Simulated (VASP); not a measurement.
Input of a VASP 6.6.1 run:

The input INCAR:

```
SYSTEM = HfN
PREC     = Accurate       ! precision mode
ENCUT    = 520            ! plane-wave cutoff, eV
EDIFF    = 1E-6           ! SCF threshold, eV
ISMEAR   = -1             ! smearing method
SIGMA    = 0.05           ! smearing width, eV
LREAL    = .FALSE.        ! projectors in reciprocal space
LASPH    = .TRUE.         ! aspherical terms in the spheres
NELM     = 60             ! most SCF steps
ALGO     = Normal         ! electronic algorithm
ISIF     = 2              ! what is computed and relaxed
LWAVE    = .FALSE.        ! write WAVECAR
LCHARG   = .FALSE.        ! write CHGCAR
GGA      = PE             ! functional
NBANDS   = 14             ! bands
```

Contents of KPOINTS:

```
regular mesh
0
G
  14 14 14
  0 0 0
```

The input POSCAR:

```
HfN
1.0
    2.5853397115      0.0000000000      0.0000000000
    0.0000000000      2.5853397115      0.0000000000
    0.0000000000      0.0000000000      2.5853397115
Hf N
1 1
Direct
    0.0000000000      0.0000000000      0.0000000000
    0.5000000000      0.5000000000      0.5000000000
```

Potentials or basis: VASP PAW PBE potentials, release 64 (Hf_pv, N).

Launch:

```console
$ cat potpaw_PBE.64/Hf_pv/POTCAR potpaw_PBE.64/N/POTCAR > POTCAR
$ mpirun -np 1 vasp_std > vasp.out
```

Task: What does it give for the pressure?

Result: 104.4 GPa.
